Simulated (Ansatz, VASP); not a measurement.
**One calculation of WSe2, two programs**

```
W Se
1.0
     3.29967    0.00000    0.00000
    -1.64983    2.85760    0.00000
     0.00000    0.00000   13.14870
W Se
2 4
Direct
  0.33333 0.66667 0.25000
  0.66667 0.33333 0.75000
  0.66667 0.33333 0.37666
  0.66667 0.33333 0.12334
  0.33333 0.66667 0.87666
  0.33333 0.66667 0.62334
```

Alike in both runs: task single point; functional r2SCAN; k mesh 12 × 12 × 2; no spin polarisation.

|  | VASP | Ansatz |
| --- | --- | --- |
| version | VASP 6.6.1 | Ansatz 0.2.0 |
| potentials or method | VASP PAW PBE potentials, release 64 (W_sv, Se) | plane waves, PAW |
| plane-wave cutoff (eV) | 520 | 500 |
| occupations | gaussian, width 0.01 eV | fixed |
| valence electrons in the cell | 52 | 92 |

```tsv
	VASP	Ansatz	Ansatz less VASP
gap on the k mesh at the Fermi level (eV)	1.16	1.16	+0.004
pressure (GPa)	1.7	1.3	-0.33
traceless stress, the component that is largest in VASP (GPa)	-0.06	-0.10	-0.040
rms of the force components (eV/Å)	0.004	0.018	+0.0136
```

VASP's potentials were made for PBE, not for r2SCAN. Atom by atom the forces differ by 0.021 eV/Å (rms over components). VASP's potentials hold 52 valence electrons a cell and Ansatz's 92, so a difference there can come from the potentials and not from the codes.

Neither program's run includes spin-orbit coupling.
